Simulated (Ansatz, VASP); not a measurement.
**One calculation of CuO, two programs**

```
CELL_PARAMETERS angstrom
0.00000 2.26180 2.26180
2.26180 0.00000 2.26180
2.26180 2.26180 0.00000
ATOMIC_POSITIONS crystal
Cu 0.00000 0.00000 0.00000
O 0.25000 0.25000 0.25000
```

Alike in both runs: task electric field gradients; functional PBE; k mesh 12 × 12 × 12; occupations fermi-dirac, width 0.05 eV; no spin polarisation.

```csv
,VASP,Ansatz
version,VASP 6.6.1,Ansatz 0.2.0
potentials or method,"VASP PAW PBE potentials, release 64 (Cu, O)","PAW with Ansatz's default frozen-core files, scalar-relativistic"
plane-wave cutoff (eV),520,420
valence electrons in the cell,17,25
```

Ansatz gave:

| Item | Value |
| --- | --- |
| pressure (GPa) | 0.0 |

Question: Estimate VASP's values.

Answer: Pressure (GPa): 0.6.

VASP's potentials hold 17 valence electrons a cell and Ansatz's 25, so a difference there can come from the potentials and not from the codes.
